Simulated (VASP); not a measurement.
Cd3Ir: single point with LDA

The system is Cd3Ir.

```xyz
4
Lattice="4.2167 0.0000 0.0000 0.0000 4.2167 0.0000 0.0000 0.0000 4.2167" Properties=species:S:1:pos:R:3 pbc="T T T"
Cd    0.0000    2.1084    2.1084
Cd    2.1084    0.0000    2.1084
Cd    2.1084    2.1084    0.0000
Ir    0.0000    0.0000    0.0000
```

```yaml
Program: VASP 6.6.1
Task: single point
Functional: LDA
Potentials_or_basis: VASP PAW LDA potentials, release 64 (Cd_sv_GW, Ir_sv_GW)
Cutoff: 630 eV
k_mesh: 5 × 5 × 5
Occupations: gaussian, width 0.1 eV
Spin: no spin polarisation
```

```
Pressure               : -11.0 GPa
Band gap on the k mesh : zero (an odd number of electrons rules out a gap without spin polarisation)
```

Levels at points of the mesh, in eV from the Fermi level:
| k point | band 34 | band 35 | band 36 | band 37 | band 38 | band 39 | band 40 | band 41 | band 42 | band 43 |
| --- | --- | --- | --- | --- | --- | --- | --- | --- | --- | --- |
| (0.00, 0.00, 0.00) | -2.18 | -1.04 | -1.04 | -1.04 | -0.30 | -0.30 | -0.30 | 3.29 | 4.37 | 4.37 |

Run time: 48 s on 1 thread of Intel(R) Xeon(R) Platinum 8259CL CPU @ 2.50GHz (Skylake/Cascade Lake), with other jobs on the host, peak memory 0.2 GiB.

Caveat: the cell stands under tension; spin-orbit coupling is left out, which moves the levels of the heavy elements.
